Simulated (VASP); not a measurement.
# Sr (P-62m) in VASP: notebook, part 2 of 2

VASP 6.6.1. Earlier steps stand in the parts before.

## 3. Single point, PBEsol (strained and its atoms moved)

Contents of INCAR:

```
SYSTEM = Sr
PREC = Accurate
ENCUT = 520
EDIFF = 1E-7
ISMEAR = 0
SIGMA = 0.1
LREAL = .False.
LASPH = .True.
NELM = 100
ALGO = Fast
ISIF = 2
LWAVE = .False.
LCHARG = .False.
GGA = PS
NBANDS = 22
```

Contents of KPOINTS:

```
Automatic mesh
0
Gamma
  9 9 12
  0 0 0
```

Contents of POSCAR:

```
Sr
1.0
    6.9369988352      0.0000000000      0.0000000000
   -3.4684994175      6.0076172172      0.0000000000
    0.0000000000      0.0000000000      4.0904759944
Sr
3
Direct
    0.0000000000      0.6700290021      0.0000000000
    0.3299709979      0.3299709979      0.0000000000
    0.6700290021      0.0000000000      0.0000000000
```

Potentials or basis: VASP PAW PBE potentials, release 64 (Sr_sv).

Command:

```
> cat potpaw_PBE.64/Sr_sv/POTCAR > POTCAR
> mpirun -np 1 vasp_std > vasp.out
```

OUTCAR:

```text
SYSTEM = Sr
   PREC = Accurate
   ENCUT = 520
   EDIFF = 1E-7
   ISMEAR = 0
   LREAL = .False.
   LASPH = .True.
   NELM = 100
   ISIF = 2
   GGA = PS

 ion  position               nearest neighbor table
   1  0.000  0.670  0.000-   2 3.96   3 3.96   3 4.03   2 4.03   2 4.03   3 4.03
   2  0.330  0.330  0.000-   1 3.96   3 3.96   3 4.03   1 4.03   3 4.03   1 4.03
   3  0.670  0.000  0.000-   1 3.96   2 3.96   1 4.03   2 4.03   2 4.03   1 4.03

  LATTYP: Found a hexagonal cell.
 ALAT       =     6.9369988352
 C/A-ratio  =     0.5896607584

  Lattice vectors:

 A1 = (   6.9369988352,   0.0000000000,   0.0000000000)
 A2 = (  -3.4684994175,   6.0076172172,   0.0000000000)
 A3 = (   0.0000000000,   0.0000000000,   4.0904759944)

Analysis of symmetry for initial positions (statically):
=====================================================================
 Subroutine PRICEL returns:
 Original cell was already a primitive cell.

 Routine SETGRP: Setting up the symmetry group for a
 hexagonal supercell.

 Subroutine GETGRP returns: Found 12 space group operations
 (whereof 12 operations were pure point group operations)
 out of a pool of 24 trial point group operations.

The static configuration has the point symmetry D_3h.

Analysis of symmetry for dynamics (positions and initial velocities):
=====================================================================
 Subroutine PRICEL returns:
 Original cell was already a primitive cell.

 Routine SETGRP: Setting up the symmetry group for a
 hexagonal supercell.

 Subroutine GETGRP returns: Found 12 space group operations
 (whereof 12 operations were pure point group operations)
 out of a pool of 24 trial point group operations.

The dynamic configuration has the point symmetry D_3h.

 Subroutine INISYM returns: Found 12 space group operations
 (whereof 12 operations are pure point group operations),
 and found     1 'primitive' translations

----------------------------------------------------------------------------------------

                                     Primitive cell

  volume of cell :     170.4699

  direct lattice vectors                    reciprocal lattice vectors
     6.936998835  0.000000000  0.000000000     0.144154558  0.083227673  0.000000000
    -3.468499417  6.007617217  0.000000000     0.000000000  0.166455346  0.000000000
     0.000000000  0.000000000  4.090475994     0.000000000  0.000000000  0.244470326

  length of vectors
     6.936998835  6.936998835  4.090475994     0.166455346  0.166455346  0.244470326

  position of ions in fractional coordinates (direct lattice)
     0.000000000  0.670029002  0.000000000
     0.329970998  0.329970998  0.000000000
     0.670029002  0.000000000  0.000000000

  ion indices of the primitive-cell ions
   primitive index   ion index
                 1           1
                 2           2
                 3           3

----------------------------------------------------------------------------------------

 KPOINTS: Automatic mesh

Automatic generation of k-mesh.
 Grid dimensions read from file:
 generate k-points for:    9    9   12

 Generating k-lattice:

  Cartesian coordinates                     Fractional coordinates (reciprocal lattice)
     0.016017173  0.009247519  0.000000000     0.111111111 -0.000000000  0.000000000
     0.000000000  0.018495038  0.000000000     0.000000000  0.111111111  0.000000000
     0.000000000  0.000000000  0.020372527     0.000000000  0.000000000  0.083333333

  Length of vectors
     0.018495038  0.018495038  0.020372527

  Shift w.r.t. Gamma in fractional coordinates (k-lattice)
     0.000000000  0.000000000  0.000000000

 Subroutine IBZKPT returns following result:
 ===========================================

 Found     84 irreducible k-points:

 Following reciprocal coordinates:
            Coordinates               Weight
  0.000000  0.000000  0.000000      1.000000
  0.111111  0.000000  0.000000      6.000000
  0.222222  0.000000  0.000000      6.000000
  0.333333  0.000000  0.000000      6.000000
  0.444444  0.000000  0.000000      6.000000
  0.111111  0.111111  0.000000      6.000000
[... 16 lines left out ...]
  0.333333  0.222222  0.083333     24.000000
  0.333333  0.333333  0.083333      4.000000
 [... further k-points ...]
   k-points           NKPTS =     84   k-points in BZ     NKDIM =     84   number of bands    NBANDS=     22
   number of dos      NEDOS =    301   number of ions     NIONS =      3
   total plane-waves  NPLWV =  87480
   dimension x,y,z NGX =    54 NGY =   54 NGZ =   30
   dimension x,y,z NGXF=   108 NGYF=  108 NGZF=   60
   ions per type =               3
   NGX,Y,Z   is equivalent  to a cutoff of  12.94, 12.94, 12.19 a.u.
   NGXF,Y,Z  is equivalent  to a cutoff of  25.88, 25.88, 24.39 a.u.
 SYSTEM =  Sr
   PREC   = accura    normal or accurate (medium, high low for compatibility)
   ISTART =      0    job   : 0-new  1-cont  2-samecut
   ICHARG =      2    charge: 1-file 2-atom 10-const
   ISPIN  =      1    spin polarized calculation?
   LNONCOLLINEAR =      F non collinear calculations
   LSORBIT =      F    spin-orbit coupling
   LASPH  =      T    aspherical Exc in radial PAW
   ENCUT  =  520.0 eV  38.22 Ry    6.18 a.u.  12.90 12.90  7.61*2*pi/ulx,y,z
   NELM   =    100;   NELMIN=  2; NELMDL= -5     # of ELM steps
   EDIFF  = 0.1E-06   stopping-criterion for ELM
   LREAL  =      F    real-space projection
   EDIFFG = 0.1E-05   stopping-criterion for IOM
   NSW    =      0    number of steps for IOM
   IBRION =     -1    ionic relax: 0-MD 1-quasi-New 2-CG
   NFREE  =      0    steps in history (QN), initial steepest desc. (CG)
   ISIF   =      2    stress and relaxation
   ISYM   =      2    0-nonsym 1-usesym 2-fastsym
   POTIM  = 0.5000    time-step for ionic-motion
   TEBEG  =    0.0;   TEEND  =   0.0 temperature during run
   PSTRESS=    0.0 pullay stress
   NELECT =      30.0000    total number of electrons
   NUPDOWN=      -1.0000    fix difference up-down
   EMIN   =  10.00;   EMAX   =-10.00  energy-range for DOS
   EFERMI =   0.00;   METHOD = LEGACY
   ISMEAR =     0;   SIGMA  =   0.10  broadening in eV -4-tet -1-fermi 0-gaus
   EFERMI_NEDOS =   21; number of points for ismear=-14 and -15
   IALGO  =     68    algorithm
   IMIX   =      4    mixing-type and parameters
     AMIX     =   0.40;   BMIX     =  1.00
     AMIX_MAG =   1.60;   BMIX_MAG =  1.00
  volume/ion in A,a.u.               =      56.82       383.46
  Fermi-wavevector in a.u.,A,eV,Ry     =   0.917415  1.733664 11.451356  0.841651
  Thomas-Fermi vector in A             =   2.042382
   LORBIT       =      0    0 simple, 1 ext, 2 COOP (PROOUT), +10 PAW based schemes
   GGA     = PS    functional components
   LHFCALC =     F    Hartree Fock is set to
   AEXX    =    0.0000 exact exchange contribution
   IVDW    =     0    specifies the selected vdW correction
   LEPSILON=     F    determine dielectric tensor
   LRPA    =     F    only Hartree local field effects (RPA)
 non-spin polarized calculation
 RMM-DIIS sequential band-by-band and
 Gauss-broadening in eV      SIGMA  =   0.10
  energy-cutoff  :      520.00
  volume of cell :      170.47
 maximum number of plane-waves:      4641
 NGX is ok and might be reduce to    54
   NGX = 25   NGY = 25   NGZ = 15

 number of electron      30.0000000 magnetization

 Free energy of the ion-electron system (eV)
  ---------------------------------------------------
  ext. energy  EPLUGINS =         0.00000000
  ---------------------------------------------------
  free energy    TOTEN  =        -4.74196592 eV

  energy without entropy =       -4.72396800  energy(sigma->0) =       -4.73296696

 E-fermi :   1.2991     XC(G=0):  -7.3143

 val. band max:        1.2875461456   @ k =   0.1111   0.1111   0.3333
 cond. band min:       1.3072748927   @ k =   0.3333   0.1111   0.4167
 fundamental gap:      0.0197287470
 Fermi energy:         1.2990885460

 k-point     1 :       0.0000    0.0000    0.0000
  band No.  band energies     occupation
      1     -35.3487      2.00000
      2     -35.3237      2.00000
      3     -35.3237      2.00000
      4     -17.4238      2.00000
      5     -17.4139      2.00000
      6     -17.4139      2.00000
[... 14 lines left out ...]
     21       3.7089      0.00000
     22       3.7089      0.00000
[... 552 lines left out ...]
  band No.  band energies     occupation
      1     -35.3327      2.00000
      2     -35.3310      2.00000
      3     -35.3310      2.00000
      4     -17.4359      2.00000
      5     -17.4257      2.00000
      6     -17.4257      2.00000
[... 14 lines left out ...]
     21       2.6923      0.00000
     22       4.1421      0.00000

 [... further k-points ...]
[... 5 lines left out ...]
  --------------------------------------------------------------------------------------
  -------------------------------------------------------------------------------------
  Total        0.5913433      0.5913433     -2.2636085      0.0000000      0.0000000      0.0000000
  in kB        5.5577952      5.5577952    -21.2747358      0.0000000      0.0000000      0.0000000
  external PRESSURE =      -3.3863818 kB  Pullay stress =       0.0000000 kB

 VOLUME and BASIS-vectors are now :
 -----------------------------------------------------------------------------
  energy-cutoff  :      520.00
  volume of cell :      170.47
      direct lattice vectors                 reciprocal lattice vectors
     6.936998835  0.000000000  0.000000000     0.144154558  0.083227673  0.000000000
    -3.468499417  6.007617217  0.000000000     0.000000000  0.166455346  0.000000000
     0.000000000  0.000000000  4.090475994     0.000000000  0.000000000  0.244470326

 POSITION                                       TOTAL-FORCE (eV/Angst)
 -----------------------------------------------------------------------------------
     -2.32400      4.02528      0.00000         0.034146     -0.059143     -0.000000
      1.14450      1.98234      0.00000         0.034146      0.059143      0.000000
      4.64799      0.00000      0.00000        -0.068292      0.000000      0.000000
 -----------------------------------------------------------------------------------
    total drift:                                0.000000      0.000000      0.000000

  FREE ENERGIE OF THE ION-ELECTRON SYSTEM (eV)
  ---------------------------------------------------
  free  energy   TOTEN  =        -4.7419659242 eV

  energy  without entropy=       -4.7239679978  energy(sigma->0) =       -4.73296696
```

OSZICAR:

```text
N       E                     dE             d eps       ncg     rms          rms(c)
DAV:   1     0.187857743560E+03    0.18786E+03   -0.13665E+04  3696   0.114E+03
DAV:   2     0.121785114490E+02   -0.17568E+03   -0.17170E+03  4256   0.273E+02
DAV:   3    -0.383853586741E+01   -0.16017E+02   -0.15792E+02  6622   0.566E+01
[... 15 lines left out ...]
RMM:  19    -0.474196535415E+01   -0.44224E-06   -0.29633E-06  4004   0.329E-03    0.117E-03
RMM:  20    -0.474196559745E+01   -0.24330E-06   -0.21090E-06  3525   0.240E-03    0.857E-04
RMM:  21    -0.474196574367E+01   -0.14622E-06   -0.13771E-06  3084   0.190E-03    0.765E-04
RMM:  22    -0.474196585592E+01   -0.11225E-06   -0.97437E-07  2846   0.152E-03    0.685E-04
RMM:  23    -0.474196592425E+01   -0.68332E-07   -0.68419E-07  2513   0.130E-03
   1 F= -.47419659E+01 E0= -.47329670E+01  d E =-.179979E-01
```

Run time: 8.8 min. Hardware: 1 thread of Intel Xeon Platinum 8259CL at 2.50GHz (Skylake/Cascade Lake), shared host; peak memory 0.44 GiB.

What came out:

```
Free energy            : -4.7420 eV
Pressure               : -0.3 GPa
Largest force          : 0.068 eV/Å
Band gap on the k mesh : zero (bands 15 and 16 overlap by 0.85 eV)
```

Forces in eV/Å, atoms in the order of the input:
```
Sr   0.034 -0.059  0.000
Sr   0.034  0.059  0.000
Sr  -0.068  0.000  0.000
```

Stress tensor (GPa, compression positive):
```
 0.56  0.00  0.00
 0.00  0.56  0.00
 0.00  0.00 -2.13
```

Caveat: the cell differs from its parent crystal (strained and its atoms moved); the PAW data sets were made with another functional, which shifts forces and pressure a little.
